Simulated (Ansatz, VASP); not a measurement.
**One calculation of PbS, two programs**

```xyz
2
Lattice="2.1127 1.2197 3.4519 -2.1127 1.2197 3.4519 0.0000 -2.4395 3.4519" Properties=species:S:1:pos:R:3 pbc="T T T"
Pb    0.0000    0.0000   10.1545
S     0.0000    0.0000    4.9194
```

Alike in both runs: task single point; functional LDA; k mesh 5 × 5 × 5; no spin polarisation.

|  | VASP | Ansatz |
| --- | --- | --- |
| version | VASP 6.6.1 | Ansatz 0.2.0 |
| potentials or method | VASP PAW LDA potentials, release 64 (Pb_d, S), cutoff 500 eV | plane waves, PAW |
| occupations | gaussian, width 0.01 eV | fixed |
| valence electrons in the cell | 20 | 20 |

|  | VASP | Ansatz | Ansatz less VASP |
| --- | --- | --- | --- |
| pressure (GPa) | -3.9 | -3.9 | -0.03 |

LDA's correlation is that of Perdew and Zunger in VASP and of Perdew and Wang (1992) in Ansatz.

Spin-orbit coupling is off throughout.
